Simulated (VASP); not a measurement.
# Ti: single point with PBEsol

Ti, a slab with vacuum:

```xyz
4
Lattice="2.8679 0.0000 0.0000 -1.4340 2.4837 0.0000 0.0000 0.0000 24.0249" Properties=species:S:1:pos:R:3 pbc="T T T"
Ti    1.4340    0.8279    8.5000
Ti    0.0000    1.6558   10.8416
Ti    0.0000    0.0000   13.2214
Ti    1.4340    0.8279   15.4096
```

```json
{
  "Program": "VASP 6.6.1",
  "Task": "single point",
  "Functional": "PBEsol",
  "Potentials or basis": "VASP PAW PBE potentials, release 64 (Ti_sv)",
  "Cutoff": "520 eV",
  "k mesh": "12 × 12 × 1",
  "Occupations": "gaussian, width 0.1 eV",
  "Spin": "no spin polarisation",
  "Dipole correction": "yes",
  "Further INCAR settings": "ALGO = Normal; EDIFF = 1e-06; NBANDS = 32"
}
```

```yaml
Largest_force: 0.531 eV/Å
Band_gap_on_the_k_mesh: zero (band 24 reaches 1.15 eV, above the bottom of band 25 at 0.40 eV)
```

Forces in eV/Å, atoms in the order of the input:
```
Ti   0.000  0.000  0.528
Ti   0.000  0.000 -0.531
Ti   0.000  0.000  0.020
Ti   0.000  0.000 -0.018
```

Levels at points of the mesh, in eV from the Fermi level:
| k point | band 20 | band 21 | band 22 | band 23 | band 24 | band 25 | band 26 | band 27 |
| --- | --- | --- | --- | --- | --- | --- | --- | --- |
| (0.00, 0.00, 0.00) | -2.94 | -0.27 | -0.03 | 0.34 | 0.49 | 0.71 | 0.71 | 0.83 |
| (0.50, 0.00, 0.00) | -1.99 | -1.70 | -1.31 | -0.55 | 0.37 | 0.55 | 0.78 | 0.86 |

Wall time 4.2 min on 1 thread of Intel(R) Xeon(R) Platinum 8259CL CPU @ 2.50GHz (Skylake/Cascade Lake), on a shared host, peak memory 0.33 GiB.

Caveat: the PAW data sets were made with another functional, which shifts forces and pressure a little.
